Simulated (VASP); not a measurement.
# Mg32S31 (a cell with a defect) in VASP: further runs

Mg32S31 (a cell with a defect) is run at these levels: PBEsol; tasks: single point.

Program: VASP 6.6.1. These are calculated values, not measurements. Logs are shortened: lines on timing, memory, paths and dates and some standing lists are left out, and cuts for length are marked.

## 1. The cell of the first run

The cell holds a defect, 63 atoms: a = 10.364 Å, b = 10.364 Å, c = 10.364 Å, α = 90.00°, β = 90.00°, γ = 90.00°.

## 2. Single point, PBEsol

INCAR reads:

```
SYSTEM = Mg32S31
PREC = Accurate
ENCUT = 520
EDIFF = 1E-6
ISMEAR = -1
SIGMA = 0.05
LREAL = Auto
LASPH = .TRUE.
NELM = 60
ALGO = Normal
ISIF = 2
LWAVE = .FALSE.
LCHARG = .FALSE.
GGA = PS
NBANDS = 162
ISYM = 0
```

KPOINTS reads:

```
Automatic mesh
0
Gamma
  1 1 1
  0.25 0.25 0.25
```

POSCAR reads:

```
Mg32S31
1.0
   10.3639610000      0.0000000000      0.0000000000
    0.0000000000     10.3639610000      0.0000000000
    0.0000000000      0.0000000000     10.3639610000
S Mg
31 32
Direct
    0.2501390000      0.0005570000      0.9999190000
    0.2502350000      0.0007750000      0.5001340000
    0.2498750000      0.5005040000      0.0002850000
    0.7502390000      0.0004760000      0.9999650000
    0.7504450000      0.0001990000      0.4999220000
    0.7501700000      0.5003620000      0.9999160000
    0.7493960000      0.5004000000      0.4999580000
    0.0002590000      0.2505720000      0.9998400000
    0.0013010000      0.2516230000      0.4997920000
    0.0003200000      0.7503370000      0.0000090000
    0.0015470000      0.7491420000      0.5000380000
    0.5001420000      0.2506490000      0.9999650000
    0.4991800000      0.2513300000      0.4998570000
    0.5001580000      0.7504680000      0.0001120000
    0.4990490000      0.7496280000      0.4999630000
    0.0003940000      0.0002740000      0.2501100000
    0.0002560000      0.0004600000      0.7499720000
    0.0013660000      0.5002640000      0.2515530000
    0.0010510000      0.5004820000      0.7489460000
    0.5001190000      0.0004050000      0.2499790000
    0.5001070000      0.0005850000      0.7499130000
    0.4991620000      0.5005080000      0.2508040000
    0.4987590000      0.5007260000      0.7488370000
    0.2500440000      0.2515190000      0.2509650000
    0.2501820000      0.2517380000      0.7488270000
    0.2502580000      0.7493630000      0.2511790000
    0.2504690000      0.7494000000      0.7490040000
    0.7502020000      0.2504670000      0.2500320000
    0.7501050000      0.2504830000      0.7497640000
    0.7503490000      0.7502960000      0.2500560000
    0.7502870000      0.7504180000      0.7499650000
    0.0005560000      0.0004820000      0.0001430000
    0.0017710000      0.0004560000      0.4999620000
    0.0013120000      0.5004500000      0.0003700000
    0.0051990000      0.5004380000      0.5004080000
    0.4999370000      0.0005630000      0.9999510000
    0.4990330000      0.0005680000      0.5000030000
    0.4985500000      0.5005390000      0.9998120000
    0.4904630000      0.5004630000      0.4995230000
    0.2501510000      0.2518030000      0.9999600000
    0.2504140000      0.2585760000      0.4999230000
    0.2502990000      0.7492810000      0.0001890000
    0.2504280000      0.7439840000      0.4998430000
    0.7501900000      0.2506350000      0.9999000000
    0.7500500000      0.2517560000      0.4998990000
    0.7501770000      0.7500900000      0.9999870000
    0.7500600000      0.7487970000      0.4999930000
    0.2502460000      0.0005220000      0.2514580000
    0.2501550000      0.0006760000      0.7485460000
    0.2506300000      0.5004330000      0.2578080000
    0.2494840000      0.5005700000      0.7436310000
    0.7502630000      0.0004170000      0.2501790000
    0.7501650000      0.0004930000      0.7496340000
    0.7501200000      0.5003610000      0.2512720000
    0.7496820000      0.5004300000      0.7485560000
    0.0001970000      0.2503990000      0.2498920000
    0.0001250000      0.2504570000      0.7497850000
    0.0002390000      0.7501360000      0.2499770000
    0.0003060000      0.7504690000      0.7500110000
    0.5001520000      0.2504350000      0.2499700000
    0.5001340000      0.2506540000      0.7498040000
    0.5003040000      0.7504610000      0.2500580000
    0.5002150000      0.7505570000      0.7499170000
```

Potentials or basis: VASP PAW PBE potentials, release 64 (S, Mg).

Command:

```
$ cat potpaw_PBE.64/S/POTCAR potpaw_PBE.64/Mg/POTCAR > POTCAR
$ mpirun -np 1 vasp_std > vasp.out
```

OUTCAR:

```text
SYSTEM = Mg32S31
   PREC = Accurate
   ENCUT = 520
   EDIFF = 1E-6
   ISMEAR = -1
   LREAL = Auto
   LASPH = .TRUE.
   NELM = 60
   ISIF = 2
   GGA = PS
   ISYM = 0

 ion  position               nearest neighbor table
   1  0.250  0.001  1.000-  32 2.59  36 2.59  40 2.60  42 2.60  49 2.61  48 2.61
   2  0.250  0.001  0.500-  49 2.57  33 2.58  48 2.58  37 2.58  43 2.66  41 2.67
   3  0.250  0.501  0.000-  34 2.58  38 2.58  40 2.58  42 2.58  51 2.66  50 2.67
   4  0.750  0.000  1.000-  44 2.59  52 2.59  36 2.59  32 2.59  53 2.59  46 2.59
   5  0.750  0.000  0.500-  53 2.59  52 2.59  33 2.60  47 2.61  37 2.61  45 2.61
   6  0.750  0.500  1.000-  44 2.59  46 2.59  34 2.60  54 2.61  55 2.61  38 2.61
[... 57 lines left out ...]
  50  0.251  0.500  0.258-  22 2.58  24 2.58  26 2.58  18 2.58   3 2.67  39 3.53  41 3.55  43 3.56
                            35 3.58
  51  0.249  0.501  0.744-  19 2.58  25 2.58  27 2.58  23 2.58   3 2.66  39 3.55  41 3.56  43 3.57
                            35 3.57
  52  0.750  0.000  0.250-   5 2.59  28 2.59  30 2.59  16 2.59  20 2.59   4 2.59
  53  0.750  0.000  0.750-   5 2.59  29 2.59  21 2.59  31 2.59  17 2.59   4 2.59
  54  0.750  0.500  0.251-   7 2.58  28 2.59  30 2.59  22 2.60  18 2.60   6 2.61  47 3.64  45 3.64

  55  0.750  0.500  0.749-   7 2.58  29 2.59  31 2.59  23 2.60   6 2.61  19 2.61  47 3.64  45 3.64

  56  0.000  0.250  0.250-  24 2.59  18 2.59   9 2.59  28 2.59   8 2.59  16 2.59
  57  0.000  0.250  0.750-  17 2.59   9 2.59  29 2.59  19 2.59   8 2.59  25 2.59
  58  0.000  0.750  0.250-  18 2.59  30 2.59  10 2.59  26 2.59  11 2.59  16 2.59
  59  0.000  0.750  0.750-  11 2.59  19 2.59  17 2.59  10 2.59  31 2.59  27 2.59
  60  0.500  0.250  0.250-  13 2.59  12 2.59  20 2.59  28 2.59  22 2.59  24 2.59
  61  0.500  0.251  0.750-  13 2.59  25 2.59  29 2.59  21 2.59  23 2.59  12 2.59
  62  0.500  0.750  0.250-  15 2.59  20 2.59  14 2.59  22 2.59  30 2.59  26 2.59
  63  0.500  0.751  0.750-  27 2.59  23 2.59  15 2.59  21 2.59  31 2.59  14 2.59

IMPORTANT INFORMATION: All symmetrisations will be switched off!
NOSYMM: (Re-)initialisation of all symmetry stuff for point group C_1.

----------------------------------------------------------------------------------------

                                     Primitive cell

  volume of cell :    1113.2105

  direct lattice vectors                    reciprocal lattice vectors
    10.363961000  0.000000000  0.000000000     0.096488206  0.000000000  0.000000000
     0.000000000 10.363961000  0.000000000     0.000000000  0.096488206  0.000000000
     0.000000000  0.000000000 10.363961000     0.000000000  0.000000000  0.096488206

  length of vectors
    10.363961000 10.363961000 10.363961000     0.096488206  0.096488206  0.096488206

  position of ions in fractional coordinates (direct lattice)
     0.250139000  0.000557000  0.999919000
     0.250235000  0.000775000  0.500134000
     0.249875000  0.500504000  0.000285000
     0.750239000  0.000476000  0.999965000
     0.750445000  0.000199000  0.499922000
     0.750170000  0.500362000  0.999916000
[... 55 lines left out ...]
     0.500304000  0.750461000  0.250058000
     0.500215000  0.750557000  0.749917000

  ion indices of the primitive-cell ions
   primitive index   ion index
                 1           1
                 2           2
                 3           3
                 4           4
                 5           5
                 6           6
[... 55 lines left out ...]
                62          62
                63          63

----------------------------------------------------------------------------------------

 KPOINTS: Automatic mesh

Automatic generation of k-mesh.
 Grid dimensions read from file:
 generate k-points for:    1    1    1

 Generating k-lattice:

  Cartesian coordinates                     Fractional coordinates (reciprocal lattice)
     0.096488206  0.000000000  0.000000000     1.000000000  0.000000000  0.000000000
     0.000000000  0.096488206  0.000000000     0.000000000  1.000000000  0.000000000
[... 43 lines left out ...]
 non-spin polarized calculation
  energy-cutoff  :      520.00
  volume of cell :     1113.21
 maximum number of plane-waves:     30028
 NGX is ok and might be reduce to    80
   NGX = 39   NGY = 39   NGZ = 39

 number of electron     249.9999996 magnetization

 Free energy of the ion-electron system (eV)
  ---------------------------------------------------
  ext. energy  EPLUGINS =         0.00000000
  ---------------------------------------------------
  free energy    TOTEN  =      -281.80425067 eV

  energy without entropy =     -281.80425062  energy(sigma->0) =     -281.80425064

 E-fermi :   6.0130     XC(G=0):  -9.8118

 val. band max:        5.1091445178   @ k =  -0.2500   0.2500   0.2500
 cond. band min:       6.9666769609   @ k =  -0.2500   0.2500   0.2500
 fundamental gap:      1.8575324432
 Fermi energy:         6.0130440691

 k-point     1 :       0.2500    0.2500    0.2500
  band No.  band energies     occupation
      1      -8.9359      2.00000
      2      -8.5751      2.00000
      3      -8.5739      2.00000
      4      -8.5233      2.00000
      5      -8.2547      2.00000
      6      -8.2535      2.00000
[... 129 lines left out ...]
    136       8.2953      0.00000
    137       8.3311      0.00000

 k-point     2 :      -0.2500    0.2500    0.2500
  band No.  band energies     occupation
      1      -8.9359      2.00000
      2      -8.5749      2.00000
      3      -8.5735      2.00000
      4      -8.5240      2.00000
      5      -8.2543      2.00000
      6      -8.2528      2.00000
[... 129 lines left out ...]
    136       8.2948      0.00000
    137       8.3312      0.00000

 k-point     3 :      -0.2500   -0.2500    0.2500
  band No.  band energies     occupation
      1      -8.9359      2.00000
      2      -8.5745      2.00000
      3      -8.5733      2.00000
      4      -8.5246      2.00000
      5      -8.2539      2.00000
      6      -8.2527      2.00000
[... 129 lines left out ...]
    136       8.2951      0.00000
    137       8.3310      0.00000

 k-point     4 :       0.2500   -0.2500    0.2500
  band No.  band energies     occupation
      1      -8.9359      2.00000
      2      -8.5750      2.00000
      3      -8.5738      2.00000
      4      -8.5236      2.00000
      5      -8.2546      2.00000
      6      -8.2532      2.00000
[... 129 lines left out ...]
    136       8.2953      0.00000
    137       8.3314      0.00000
 [bands above 137 left out]

------------------------ aborting loop because EDIFF is reached ----------------------------------------

  FORCE on cell =-STRESS in cart. coord.  units (eV):
  Direction    XX          YY          ZZ          XY          YZ          ZX
  --------------------------------------------------------------------------------------
  -------------------------------------------------------------------------------------
  Total       -4.1846168     -4.2181451     -4.1649419     -0.0164793      0.0001135     -0.0181801
  in kB       -6.0226687     -6.0709239     -5.9943517     -0.0237176      0.0001633     -0.0261655
  external PRESSURE =      -6.0293148 kB  Pullay stress =       0.0000000 kB

 VOLUME and BASIS-vectors are now :
 -----------------------------------------------------------------------------
  energy-cutoff  :      520.00
  volume of cell :     1113.21
      direct lattice vectors                 reciprocal lattice vectors
    10.363961000  0.000000000  0.000000000     0.096488206  0.000000000  0.000000000
     0.000000000 10.363961000  0.000000000     0.000000000  0.096488206  0.000000000
     0.000000000  0.000000000 10.363961000     0.000000000  0.000000000  0.096488206

 POSITION                                       TOTAL-FORCE (eV/Angst)
 -----------------------------------------------------------------------------------
      2.59243      0.00577     10.36312         0.005417      0.001174      0.003356
      2.59343      0.00803      5.18337        -0.000982      0.000850     -0.006529
      2.58969      5.18720      0.00295         0.004785      0.005021     -0.000406
      7.77545      0.00493     10.36360         0.001349     -0.000442      0.000416
      7.77758      0.00206      5.18117        -0.002794      0.007754      0.000140
      7.77473      5.18573     10.36309        -0.003148      0.003325      0.001261
[... 55 lines left out ...]
      5.18513      7.77775      2.59159         0.002863      0.004318     -0.005761
      5.18421      7.77874      7.77211         0.005263      0.001243      0.007071
 -----------------------------------------------------------------------------------
    total drift:                                0.000455      0.028287      0.000994

  FREE ENERGIE OF THE ION-ELECTRON SYSTEM (eV)
  ---------------------------------------------------
  free  energy   TOTEN  =      -281.8042506713 eV

  energy  without entropy=     -281.8042506160  energy(sigma->0) =     -281.80425064
```

Wall time 16 min (1 thread of Oxide Virtual Turin-like, shared host); peak memory 1.1 GiB.

What came out:

```
Free energy            : -281.8043 eV
Pressure               : -0.6 GPa
Largest force          : 0.032 eV/Å
Band gap on the k mesh : 1.86 eV
```

Forces in eV/Å, atoms in the order of the input:
```
S    0.005  0.001  0.003
S   -0.001  0.001 -0.007
S    0.005  0.005  0.000
S    0.001  0.000  0.000
S   -0.003  0.008  0.000
S   -0.003  0.003  0.001
S   -0.004  0.003  0.002
S   -0.001  0.003  0.003
S    0.000  0.002  0.011
S    0.002  0.000  0.001
S   -0.005 -0.001  0.002
S   -0.005  0.002 -0.004
S   -0.004  0.010  0.001
S    0.000  0.000 -0.006
S    0.001 -0.010 -0.003
S    0.001  0.005  0.000
S    0.004  0.003 -0.004
S    0.000  0.007 -0.009
S    0.001 -0.002 -0.004
S    0.002  0.006  0.004
S    0.000  0.003 -0.001
S    0.001 -0.004  0.005
S   -0.001 -0.013 -0.003
S    0.012 -0.001  0.005
S   -0.003  0.000  0.000
S    0.000 -0.002  0.000
S   -0.018 -0.003 -0.010
S    0.001  0.004  0.000
S    0.002  0.008 -0.001
S   -0.002 -0.001  0.002
S   -0.004 -0.002 -0.005
Mg  -0.010 -0.003 -0.006
Mg   0.003 -0.002  0.003
Mg   0.011 -0.001 -0.002
Mg   0.006 -0.002 -0.014
Mg   0.005 -0.002  0.000
Mg  -0.013 -0.004 -0.003
Mg  -0.006 -0.001 -0.001
Mg   0.024  0.002  0.021
Mg   0.002  0.012  0.001
Mg  -0.012 -0.015 -0.001
Mg  -0.003 -0.014 -0.006
Mg  -0.010  0.004  0.012
Mg  -0.001 -0.005  0.001
Mg   0.004  0.005  0.000
Mg   0.001  0.008  0.000
Mg   0.004  0.000  0.001
Mg   0.000 -0.001  0.007
Mg   0.000 -0.006 -0.004
Mg  -0.023 -0.001 -0.012
Mg   0.025  0.001  0.003
Mg   0.000 -0.003 -0.003
Mg   0.001 -0.004  0.007
Mg   0.002 -0.001  0.010
Mg   0.000  0.001 -0.006
Mg  -0.003 -0.006 -0.002
Mg  -0.002 -0.007  0.005
Mg  -0.001  0.007  0.000
Mg  -0.001  0.006  0.003
Mg   0.002 -0.006 -0.008
Mg   0.002 -0.003  0.008
Mg   0.003  0.004 -0.006
Mg   0.005  0.001  0.007
```

Caveat: the PAW data sets were made with another functional, which shifts forces and pressure a little.

## 3. Single point, PBEsol

INCAR reads:

```
PREC = Accurate
ENCUT = 520
EDIFF = 1E-6
ISMEAR = -1
SIGMA = 0.05
LREAL = Auto
LASPH = True
NELM = 80
ALGO = Normal
ISIF = 2
LWAVE = False
LCHARG = True
GGA = PS
LELF = True
LVHAR = True
NELECT = 248.0
ISYM = 0
NBANDS = 162
```

KPOINTS is that of step 2.

POSCAR reads:

```
Mg32S31
1.0
   10.3639610000      0.0000000000      0.0000000000
    0.0000000000     10.3639610000      0.0000000000
    0.0000000000      0.0000000000     10.3639610000
S Mg
31 32
Direct
    0.2501050000      0.0004880000      0.9999850000
    0.2501040000      0.0004580000      0.5000150000
    0.2501020000      0.5004830000      0.9999980000
    0.7501090000      0.0005020000      0.0000070000
    0.7501050000      0.0004810000      0.4999960000
    0.7501070000      0.5004970000      0.9999860000
    0.7501110000      0.5004920000      0.5000140000
    0.0014150000      0.2517990000      0.0000420000
    0.0060070000      0.2563660000      0.5000440000
    0.0014580000      0.7491450000      0.9999960000
    0.0056870000      0.7448760000      0.4999810000
    0.4987600000      0.2518330000      0.9999960000
    0.4945100000      0.2560560000      0.4999910000
    0.4988020000      0.7491840000      0.9999420000
    0.4941760000      0.7445490000      0.4999490000
    0.0014040000      0.0005430000      0.2513100000
    0.0014510000      0.0004700000      0.7486640000
    0.0059980000      0.5005540000      0.2559270000
    0.0056890000      0.5004700000      0.7444260000
    0.4987520000      0.0004920000      0.2513340000
    0.4988110000      0.0004400000      0.7486900000
    0.4945320000      0.5004970000      0.2555770000
    0.4941970000      0.5004430000      0.7441080000
    0.2501560000      0.2563620000      0.2558700000
    0.2501010000      0.2560960000      0.7443850000
    0.2500970000      0.7448740000      0.2556190000
    0.2500800000      0.7445680000      0.7441010000
    0.7501540000      0.2518150000      0.2513090000
    0.7501030000      0.2518250000      0.7486470000
    0.7500960000      0.7491690000      0.2513290000
    0.7500650000      0.7491950000      0.7486950000
    0.9991650000      0.0004990000      0.0000080000
    0.9986210000      0.0003830000      0.4999870000
    0.9986090000      0.5004760000      0.9999600000
    0.9818380000      0.5004820000      0.4999930000
    0.5010430000      0.0004830000      0.9999980000
    0.5015820000      0.0005770000      0.5000130000
    0.5015860000      0.5005120000      0.0001170000
    0.5183940000      0.5005160000      0.5000200000
    0.2500810000      0.2490090000      0.9999290000
    0.2500650000      0.2321800000      0.5000140000
    0.2501330000      0.7519750000      0.0000520000
    0.2501170000      0.7687280000      0.4999740000
    0.7500980000      0.2495630000      0.0000010000
    0.7500270000      0.2490050000      0.4999690000
    0.7500990000      0.7514340000      0.9999870000
    0.7501920000      0.7519880000      0.5000200000
    0.2500700000      0.0004600000      0.2485140000
    0.2501440000      0.0005340000      0.7514910000
    0.2500650000      0.5005410000      0.2317200000
    0.2501290000      0.5004820000      0.7682800000
    0.7501040000      0.0005030000      0.2490730000
    0.7500990000      0.0004850000      0.7509390000
    0.7500070000      0.5004900000      0.2485210000
    0.7502150000      0.5005210000      0.7514820000
    0.9995780000      0.2499560000      0.2494680000
    0.9994940000      0.2498700000      0.7506210000
    0.9994910000      0.7511380000      0.2493840000
    0.9994840000      0.7510840000      0.7505920000
    0.5007290000      0.2498870000      0.2493950000
    0.5007080000      0.2498610000      0.7505990000
    0.5007180000      0.7511030000      0.2493590000
    0.5006450000      0.7510150000      0.7505290000
```

Potentials or basis: VASP PAW PBE potentials, release 64 (S, Mg).

Command:

```
$ cat potpaw_PBE.64/S/POTCAR potpaw_PBE.64/Mg/POTCAR > POTCAR
$ mpirun -np 1 vasp_std > vasp.out
```

Run time: 20 min. Hardware: 1 thread of Oxide Virtual Turin-like, shared host; peak memory 1.2 GiB.

Results (log left out):

* Free energy: -292.6113 eV
* Largest force: 0.015 eV/Å

Forces in eV/Å, atoms in the order of the input:
```
S    0.001  0.003  0.001
S    0.000  0.004 -0.001
S    0.001  0.004  0.001
S    0.000  0.003  0.000
S    0.001  0.004  0.000
S    0.000  0.003  0.001
S    0.001  0.004 -0.001
S    0.000  0.000  0.001
S   -0.011 -0.005  0.001
S   -0.003  0.001  0.000
S    0.011 -0.009  0.001
S    0.003 -0.004  0.000
S   -0.009  0.012  0.000
S   -0.002 -0.003  0.001
S    0.009  0.010 -0.002
S    0.001  0.000  0.001
S   -0.002  0.001  0.002
S   -0.007  0.000 -0.009
S    0.010  0.001 -0.010
S    0.002 -0.001 -0.001
S   -0.002 -0.001 -0.001
S   -0.011  0.000  0.011
S    0.009 -0.002  0.007
S    0.001 -0.004 -0.007
S    0.000  0.009 -0.007
S    0.001 -0.008  0.007
S   -0.003  0.008  0.005
S    0.001 -0.001  0.000
S    0.000 -0.003  0.003
S    0.000  0.000 -0.002
S   -0.001 -0.003 -0.001
Mg   0.001 -0.002 -0.001
Mg   0.005  0.005  0.001
Mg   0.005  0.000  0.004
Mg  -0.011  0.003  0.006
Mg  -0.001  0.000  0.001
Mg  -0.005 -0.007 -0.001
Mg  -0.004 -0.002 -0.007
Mg   0.010 -0.008 -0.005
Mg   0.001  0.005  0.005
Mg   0.006 -0.009  0.003
Mg  -0.001 -0.005 -0.005
Mg  -0.005  0.011 -0.002
Mg   0.000  0.000 -0.001
Mg   0.005  0.005  0.001
Mg   0.001 -0.001  0.001
Mg  -0.006 -0.006 -0.001
Mg   0.001  0.003  0.005
Mg  -0.002 -0.005 -0.005
Mg   0.006  0.000 -0.011
Mg  -0.005 -0.005  0.011
Mg  -0.001 -0.001  0.001
Mg   0.001  0.000 -0.001
Mg   0.006  0.000  0.005
Mg  -0.006 -0.002 -0.005
Mg   0.000  0.000 -0.001
Mg   0.000 -0.001 -0.001
Mg   0.000 -0.002  0.000
Mg   0.001 -0.001  0.001
Mg  -0.001  0.000  0.000
Mg   0.000  0.001  0.000
Mg  -0.001  0.000  0.002
Mg   0.000  0.000  0.000
```

Levels at points of the mesh, in eV from the Fermi level:
| k point | band 122 | band 123 | band 124 | band 125 | band 126 | band 127 |
| --- | --- | --- | --- | --- | --- | --- |
| (0.25, 0.25, 0.25) | -1.29 | -1.11 | -1.11 | 1.08 | 2.41 | 2.41 |

Caveat: the cell carries a net charge on a neutralising background, which shifts energy and pressure; the cell is charged against a uniform background, so pressure and absolute levels hang on convention; the PAW data sets were made with another functional, which shifts forces and pressure a little.
